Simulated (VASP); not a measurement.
Here is a VASP 6.6.1 calculation.

Contents of INCAR:

```
PREC = Accurate
ENCUT = 520
EDIFF = 1E-6
ISMEAR = 0
SIGMA = 0.05
LREAL = False
LASPH = True
NELM = 100
ALGO = Normal
ISIF = 2
LWAVE = False
LCHARG = True
LELF = True
LVHAR = True
NBANDS = 16
```

File KPOINTS:

```
Automatic mesh
0
Gamma
  10 10 10
```

The input POSCAR:

```
AgCl
1.0
    0.0000000000      2.6406134669      2.6406134669
    2.6406134669      0.0000000000      2.6406134669
    2.6406134669      2.6406134669      0.0000000000
Ag Cl
1 1
Direct
    0.0000000000      0.0000000000      0.0000000000
    0.5000000000      0.5000000000      0.5000000000
```

Potentials or basis: VASP PAW LDA potentials, release 64 (Ag, Cl).

The run is started by

```sh
$ cat potpaw_LDA.64/Ag/POTCAR potpaw_LDA.64/Cl/POTCAR > POTCAR
$ mpirun -np 1 vasp_std > vasp.out
```

Q: Estimate the pressure.

A: 3.2 GPa.

Q: What does it give for the band gap on the k mesh?

A: 0.68 eV, indirect (least direct gap 3.47 eV).

A k mesh can miss the band edges. Expect the measured gap to be larger: semilocal functionals such as LDA lack the derivative discontinuity.
